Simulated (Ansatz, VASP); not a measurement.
## One calculation of ZnPt, two programs

```
Zn Pt
1.0
     2.86400    0.00000    0.00000
     0.00000    2.86400    0.00000
     0.00000    0.00000    3.54510
Zn Pt
1 1
Direct
  0.50000 0.50000 0.50000
  0.00000 0.00000 0.00000
```

Change from the starting cell: zz strain of +1 %, crystal datasets.

Alike in both runs: task electric field gradients; functional PBEsol; k mesh 11 × 11 × 9; occupations fermi-dirac, width 0.05 eV; no spin polarisation.

|  | VASP | Ansatz |
| --- | --- | --- |
| version | VASP 6.6.1 | Ansatz 0.2.0 |
| potentials or method | VASP PAW PBE potentials, release 64 (Zn, Pt), cutoff 520 eV | all-electron PAW with datasets made for the crystal, scalar-relativistic |

Ansatz gave:

* pressure (GPa): -7.5
* traceless stress, the component that is largest in VASP (GPa): -0.28
* size of Vzz on the site where it differs most (V/Å²): 169.5

Question: What did VASP give for the same quantities?

Answer: Pressure (GPa): -7.1; traceless stress, the component that is largest in VASP (GPa): -0.21; size of Vzz on the site where it differs most (V/Å²): 185.9.

VASP's potentials were made for PBE, not for PBEsol. Ansatz ran all-electron here, and VASP with PAW potentials.

Neither program's run includes spin-orbit coupling.
